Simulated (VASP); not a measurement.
A run of VASP 6.6.1:

Contents of INCAR:

```
ALGO = Fast
EDIFF = 1E-6
ENCUT = 520
GGA = PE
ISIF = 2
ISMEAR = 0
LASPH = T
LCHARG = F
LREAL = F
LWAVE = F
NBANDS = 32
NELM = 80
PREC = Accurate
SIGMA = 0.1
```

Contents of KPOINTS:

```
k-points
0
Gamma
  6 6 4
```

The input POSCAR:

```
Mo3As
1.0
    3.0425117214     -0.0000000022      0.0000000000
   -1.5212558588      2.6348924432      0.0000000000
    0.0000000000      0.0000000000      8.8209791501
Mo As
3 1
Direct
    0.6666666667      0.3333333333      0.7764148264
    0.6666666667      0.3333333333      0.2235851736
    0.3333333333      0.6666666667      0.0000000000
    0.6666666667      0.3333333333      0.5000000000
```

Potentials or basis: VASP PAW PBE potentials, release 64 (Mo_sv, As).

Launch:

```console
$ cat potpaw_PBE.64/Mo_sv/POTCAR potpaw_PBE.64/As/POTCAR > POTCAR
$ mpirun -np 1 vasp_std > vasp.out
```

Hardware: 1 thread of Intel(R) Xeon(R) 6975P-C (Granite Rapids), with other jobs on the host.

Question: How long does it take, and how much memory?

Answer: It took 22 s on 1 thread of Intel(R) Xeon(R) 6975P-C (Granite Rapids), with other jobs on the host, peak memory 0.2 GiB. Counts: scf iterations 16, k points 21.
